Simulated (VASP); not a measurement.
# MgC2 (P4_2/mnm) in VASP: relaxation of cell and atoms with LDA

Aim: the relaxation of cell and atoms of MgC2 with LDA.

Program: VASP 6.6.1. These are calculated values, not measurements. Logs are shortened: lines on timing, memory, paths and dates and some standing lists are left out, and cuts for length are marked.

### 1 The cell of the first run

Symmetry: P4_2/mnm, No. 136, tetragonal system. The conventional cell has a = 3.951 Å, b = 3.951 Å, c = 4.987 Å, α = 90.00°, β = 90.00°, γ = 90.00°. Mg (site symmetry mmm) has 10 C at 2.17 to 2.86 Å within 2.9 Å. C (site symmetry m2m) has 1 C at 1.26 Å within 1.7 Å.

### 2 Relaxation of cell and atoms, LDA

File INCAR:

```
SYSTEM = MgC2
PREC = Accurate
ENCUT = 840
EDIFF = 1E-7
ISMEAR = 0
SIGMA = 0.02
LREAL = .FALSE.
LASPH = .TRUE.
NELM = 120
ALGO = Normal
ISIF = 3
LWAVE = .FALSE.
LCHARG = .FALSE.
GGA = CA
IBRION = 2
NSW = 80
EDIFFG = -0.03
GGA_COMPAT = .FALSE.
NELMIN = 4
```

File KPOINTS:

```
Automatic mesh
0
G
  6 6 5
  0 0 0
```

File POSCAR:

```
MgC2
1.0
    3.9507770000      0.0000000000      0.0000000000
    0.0000000000      3.9507770000      0.0000000000
    0.0000000000      0.0000000000      4.9870890000
Mg C
2 4
Direct
    0.5000000000      0.5000000000      0.0000000000
    0.0000000000      0.0000000000      0.5000000000
    0.8876550000      0.8876550000      0.0000000000
    0.6123450000      0.3876550000      0.5000000000
    0.1123450000      0.1123450000      0.0000000000
    0.3876550000      0.6123450000      0.5000000000
```

Potentials or basis: VASP PAW LDA potentials, release 64 (Mg_sv, C).

The run is started by

```console
> cat potpaw_LDA.64/Mg_sv/POTCAR potpaw_LDA.64/C/POTCAR > POTCAR
> mpirun -np 1 vasp_std > vasp.out
```

OUTCAR:

```text
SYSTEM = MgC2
   PREC = Accurate
   ENCUT = 840
   EDIFF = 1E-7
   ISMEAR = 0
   LREAL = .FALSE.
   LASPH = .TRUE.
   NELM = 120
   ISIF = 3
   GGA = CA
   IBRION = 2
   NSW = 80
   EDIFFG = -0.03
   NELMIN = 4

 ion  position               nearest neighbor table
   1  0.500  0.500  0.000-   3 2.17   5 2.17
   2  0.000  0.000  0.500-   4 2.17   6 2.17
   3  0.888  0.888  0.000-   5 1.26   1 2.17
   4  0.612  0.388  0.500-   6 1.26   2 2.17
   5  0.112  0.112  0.000-   3 1.26   1 2.17
   6  0.388  0.612  0.500-   4 1.26   2 2.17

  LATTYP: Found a simple tetragonal cell.
 ALAT       =     3.9507770000
 C/A-ratio  =     1.2623058705

  Lattice vectors:

 A1 = (   3.9507770000,   0.0000000000,   0.0000000000)
 A2 = (   0.0000000000,   3.9507770000,   0.0000000000)
 A3 = (   0.0000000000,   0.0000000000,   4.9870890000)

Analysis of symmetry for initial positions (statically):
=====================================================================
 Subroutine PRICEL returns:
 Original cell was already a primitive cell.

 Routine SETGRP: Setting up the symmetry group for a
 simple tetragonal supercell.

 Subroutine GETGRP returns: Found 16 space group operations
 (whereof  8 operations were pure point group operations)
 out of a pool of 16 trial point group operations.

The static configuration has the point symmetry D_2h.
 The point group associated with its full space group is D_4h.

Analysis of symmetry for dynamics (positions and initial velocities):
=====================================================================
 Subroutine PRICEL returns:
 Original cell was already a primitive cell.

 Routine SETGRP: Setting up the symmetry group for a
 simple tetragonal supercell.

 Subroutine GETGRP returns: Found 16 space group operations
 (whereof  8 operations were pure point group operations)
 out of a pool of 16 trial point group operations.

The dynamic configuration has the point symmetry D_2h.
 The point group associated with its full space group is D_4h.

 Subroutine INISYM returns: Found 16 space group operations
 (whereof  8 operations are pure point group operations),
 and found     1 'primitive' translations

----------------------------------------------------------------------------------------

                                     Primitive cell

  volume of cell :      77.8417

  direct lattice vectors                    reciprocal lattice vectors
     3.950777000  0.000000000  0.000000000     0.253114767  0.000000000  0.000000000
     0.000000000  3.950777000  0.000000000     0.000000000  0.253114767  0.000000000
     0.000000000  0.000000000  4.987089000     0.000000000  0.000000000  0.200517777

  length of vectors
     3.950777000  3.950777000  4.987089000     0.253114767  0.253114767  0.200517777

  position of ions in fractional coordinates (direct lattice)
     0.500000000  0.500000000  0.000000000
     0.000000000  0.000000000  0.500000000
     0.887655000  0.887655000  0.000000000
     0.612345000  0.387655000  0.500000000
     0.112345000  0.112345000  0.000000000
     0.387655000  0.612345000  0.500000000

  ion indices of the primitive-cell ions
   primitive index   ion index
                 1           1
                 2           2
                 3           3
                 4           4
                 5           5
                 6           6

----------------------------------------------------------------------------------------

 KPOINTS: Automatic mesh

Automatic generation of k-mesh.
 Grid dimensions read from file:
 generate k-points for:    6    6    5

 Generating k-lattice:

  Cartesian coordinates                     Fractional coordinates (reciprocal lattice)
     0.042185795  0.000000000  0.000000000     0.166666667  0.000000000  0.000000000
     0.000000000  0.042185795  0.000000000     0.000000000  0.166666667  0.000000000
     0.000000000  0.000000000  0.040103555     0.000000000  0.000000000  0.200000000

  Length of vectors
     0.042185795  0.042185795  0.040103555

  Shift w.r.t. Gamma in fractional coordinates (k-lattice)
     0.000000000  0.000000000  0.000000000

 Subroutine IBZKPT returns following result:
 ===========================================

 Found     30 irreducible k-points:

 Following reciprocal coordinates:
            Coordinates               Weight
  0.000000  0.000000  0.000000      1.000000
  0.166667  0.000000  0.000000      4.000000
  0.333333  0.000000  0.000000      4.000000
  0.500000  0.000000  0.000000      2.000000
  0.166667  0.166667  0.000000      4.000000
  0.333333  0.166667  0.000000      8.000000
[... 16 lines left out ...]
  0.333333  0.000000  0.400000      8.000000
  0.500000  0.000000  0.400000      4.000000
 [... further k-points ...]
   k-points           NKPTS =     30   k-points in BZ     NKDIM =     30   number of bands    NBANDS=     22
   number of dos      NEDOS =    301   number of ions     NIONS =      6
   total plane-waves  NPLWV =  76800
   dimension x,y,z NGX =    40 NGY =   40 NGZ =   48
   dimension x,y,z NGXF=    80 NGYF=   80 NGZF=   96
   ions per type =               2   4
   NGX,Y,Z   is equivalent  to a cutoff of  16.83, 16.83, 16.00 a.u.
   NGXF,Y,Z  is equivalent  to a cutoff of  33.66, 33.66, 32.00 a.u.
 SYSTEM =  MgC2
   PREC   = accura    normal or accurate (medium, high low for compatibility)
   ISTART =      0    job   : 0-new  1-cont  2-samecut
   ICHARG =      2    charge: 1-file 2-atom 10-const
   ISPIN  =      1    spin polarized calculation?
   LNONCOLLINEAR =      F non collinear calculations
   LSORBIT =      F    spin-orbit coupling
   LASPH  =      T    aspherical Exc in radial PAW
   ENCUT  =  840.0 eV  61.74 Ry    7.86 a.u.   9.34  9.34 11.79*2*pi/ulx,y,z
   NELM   =    120;   NELMIN=  4; NELMDL= -5     # of ELM steps
   EDIFF  = 0.1E-06   stopping-criterion for ELM
   LREAL  =      F    real-space projection
   EDIFFG = -.3E-01   stopping-criterion for IOM
   NSW    =     80    number of steps for IOM
   IBRION =      2    ionic relax: 0-MD 1-quasi-New 2-CG
   NFREE  =      1    steps in history (QN), initial steepest desc. (CG)
   ISIF   =      3    stress and relaxation
   ISYM   =      2    0-nonsym 1-usesym 2-fastsym
   POTIM  = 0.5000    time-step for ionic-motion
   TEBEG  =    0.0;   TEEND  =   0.0 temperature during run
   PSTRESS=    0.0 pullay stress
   NELECT =      36.0000    total number of electrons
   NUPDOWN=      -1.0000    fix difference up-down
   EMIN   =  10.00;   EMAX   =-10.00  energy-range for DOS
   EFERMI =   0.00;   METHOD = LEGACY
   ISMEAR =     0;   SIGMA  =   0.02  broadening in eV -4-tet -1-fermi 0-gaus
   EFERMI_NEDOS =   21; number of points for ismear=-14 and -15
   IALGO  =     38    algorithm
   IMIX   =      4    mixing-type and parameters
     AMIX     =   0.40;   BMIX     =  1.00
     AMIX_MAG =   1.60;   BMIX_MAG =  1.00
  volume/ion in A,a.u.               =      12.97        87.55
  Fermi-wavevector in a.u.,A,eV,Ry     =   1.266013  2.392418 21.807279  1.602790
  Thomas-Fermi vector in A             =   2.399236
   LORBIT       =      0    0 simple, 1 ext, 2 COOP (PROOUT), +10 PAW based schemes
   GGA     = CA    functional components
   LHFCALC =     F    Hartree Fock is set to
   AEXX    =    0.0000 exact exchange contribution
   IVDW    =     0    specifies the selected vdW correction
   LEPSILON=     F    determine dielectric tensor
   LRPA    =     F    only Hartree local field effects (RPA)
 conjugate gradient relaxation of ions
 non-spin polarized calculation
 Gauss-broadening in eV      SIGMA  =   0.02
  energy-cutoff  :      840.00
  volume of cell :       77.84
 maximum number of plane-waves:      4328
 NGX is ok and might be reduce to    40
   NGX = 19   NGY = 19   NGZ = 23

--------------------------------------- Ionic step        1  -------------------------------------------

 number of electron      35.9999991 magnetization

 Free energy of the ion-electron system (eV)
  ---------------------------------------------------
  ext. energy  EPLUGINS =         0.00000000
  ---------------------------------------------------
  free energy    TOTEN  =       -40.90707910 eV

  energy without entropy =      -40.90707910  energy(sigma->0) =      -40.90707910

------------------------ aborting loop because EDIFF is reached ----------------------------------------

  FORCE on cell =-STRESS in cart. coord.  units (eV):
  Direction    XX          YY          ZZ          XY          YZ          ZX
  --------------------------------------------------------------------------------------
  -------------------------------------------------------------------------------------
  Total       -2.9200079     -2.9200079     -2.0880988      0.0000000      0.0000000      0.0000000
  in kB      -60.1011045    -60.1011045    -42.9783247      0.0000000      0.0000000      0.0000000
  external PRESSURE =     -54.3935112 kB  Pullay stress =       0.0000000 kB
[... 101 lines left out ...]
  FREE ENERGIE OF THE ION-ELECTRON SYSTEM (eV)
  ---------------------------------------------------
  free  energy   TOTEN  =       -40.9335980448 eV

  energy  without entropy=      -40.9335980448  energy(sigma->0) =      -40.93359804

 E-fermi :   1.2198     XC(G=0): -10.2871

 val. band max:        1.1110447869   @ k =   0.5000   0.5000   0.4000
 cond. band min:       3.4650063428   @ k =   0.0000   0.0000   0.0000
 fundamental gap:      2.3539615559
 Fermi energy:         1.2198088051

 k-point     1 :       0.0000    0.0000    0.0000
  band No.  band energies     occupation
      1     -71.2618      2.00000
      2     -71.2612      2.00000
      3     -38.8061      2.00000
      4     -38.8061      2.00000
      5     -38.7831      2.00000
      6     -38.7772      2.00000
[... 574 lines left out ...]
      6     -38.7801      2.00000
[... 14 lines left out ...]
     21       7.5522      0.00000
     22       7.5522      0.00000

 [... further k-points ...]

[... ionic steps 4 to 10 ...]

--------------------------------------- Ionic step       11  -------------------------------------------

 number of electron      36.0000003 magnetization

------------------------ aborting loop because EDIFF is reached ----------------------------------------

  FORCE on cell =-STRESS in cart. coord.  units (eV):
  Direction    XX          YY          ZZ          XY          YZ          ZX
  --------------------------------------------------------------------------------------
  -------------------------------------------------------------------------------------
  Total        0.3180996      0.3180996      0.0786697      0.0000000      0.0000000      0.0000000
  in kB        6.9958564      6.9958564      1.7301550      0.0000000      0.0000000      0.0000000
  external PRESSURE =       5.2406226 kB  Pullay stress =       0.0000000 kB
[... 65 lines left out ...]
  energy  without entropy=      -40.9822323522  energy(sigma->0) =      -40.98223235

--------------------------------------- Ionic step       13  -------------------------------------------

 number of electron      36.0000001 magnetization

 Free energy of the ion-electron system (eV)
  ---------------------------------------------------
  ext. energy  EPLUGINS =         0.00000000
  ---------------------------------------------------
  free energy    TOTEN  =       -40.98259655 eV

  energy without entropy =      -40.98259655  energy(sigma->0) =      -40.98259655

 E-fermi :   1.3188     XC(G=0): -10.3112

 val. band max:        1.1581476302   @ k =   0.5000   0.5000   0.4000
 cond. band min:       3.4649563359   @ k =   0.0000   0.0000   0.0000
 fundamental gap:      2.3068087058
 Fermi energy:         1.3187748931

 k-point     1 :       0.0000    0.0000    0.0000
  band No.  band energies     occupation
      1     -71.2228      2.00000
      2     -71.2222      2.00000
      3     -38.7681      2.00000
      4     -38.7681      2.00000
      5     -38.7422      2.00000
      6     -38.7361      2.00000
[... 574 lines left out ...]
      6     -38.7391      2.00000
[... 14 lines left out ...]
     21       7.6032      0.00000
     22       7.6032      0.00000

 [... further k-points ...]

------------------------ aborting loop because EDIFF is reached ----------------------------------------

  FORCE on cell =-STRESS in cart. coord.  units (eV):
  Direction    XX          YY          ZZ          XY          YZ          ZX
  --------------------------------------------------------------------------------------
  -------------------------------------------------------------------------------------
  Total        0.1338107      0.1338107      0.1065968     -0.0000000      0.0000000      0.0000000
  in kB        2.9395205      2.9395205      2.3416920     -0.0000000      0.0000000      0.0000000
  external PRESSURE =       2.7402444 kB  Pullay stress =       0.0000000 kB
[... 21 lines left out ...]
  FREE ENERGIE OF THE ION-ELECTRON SYSTEM (eV)
  ---------------------------------------------------
  free  energy   TOTEN  =       -40.9825965477 eV

  energy  without entropy=      -40.9825965477  energy(sigma->0) =      -40.98259655

 reached required accuracy - stopping structural energy minimisation
```

Run time: 7.6 min. Hardware: 1 thread of Intel Xeon Platinum 8488C (Sapphire Rapids), shared host; peak memory 0.27 GiB.

Results:

- Free energy: -40.9826 eV
- Relaxed volume: 12.16 Å³/atom
- Relaxed cell: a = 3.883 Å, b = 3.883 Å, c = 4.837 Å, α = 90.00°, β = 90.00°, γ = 90.00°
- Space group after relaxing (to 0.1 Å): P4_2/mnm (No. 136)
- Energy gained by relaxing: 12.6 meV/atom
- Ionic steps: 13
- Pressure after relaxing: 0.3 GPa
- Largest force after relaxing: 0.010 eV/Å
- Band gap on the k mesh: 2.31 eV (least direct gap 2.65 eV)

Forces on the atoms (eV/Å):
```
Mg   0.000  0.000  0.000
Mg   0.000  0.000  0.000
C   -0.007 -0.007  0.000
C    0.007 -0.007  0.000
C    0.007  0.007  0.000
C   -0.007  0.007  0.000
```

The path:
```tsv
step	energy change (eV)	largest force (eV/Å)	pressure (GPa)	volume (Å³)
1	0.0000	0.4211	-5.44	77.84
2	0.2522	5.8596	8.88	72.98
3	-0.0265	0.8258	-2.51	76.64
4	-0.0717	0.2095	-0.04	73.24
5	-0.0722	0.1173	-0.29	73.53
6	-0.0722	0.2872	0.79	73.08
7	-0.0729	0.0865	0.25	73.30
8	-0.0740	0.0162	0.30	73.11
9	-0.0746	0.1123	0.41	72.76
10	-0.0747	0.0832	0.39	72.84
11	-0.0752	0.0717	0.52	72.85
12	-0.0752	0.0830	0.53	72.85
13	-0.0755	0.0099	0.27	72.93
```

Final structure:
```
Mg C
1.0
     3.88320    0.00000    0.00000
     0.00000    3.88320    0.00000
     0.00000    0.00000    4.83666
Mg C
2 4
Direct
  0.50000 0.50000 0.00000
  0.00000 0.00000 0.50000
  0.88663 0.88663 0.00000
  0.61337 0.38663 0.50000
  0.11337 0.11337 0.00000
  0.38663 0.61337 0.50000
```

A k mesh can miss the band edges.
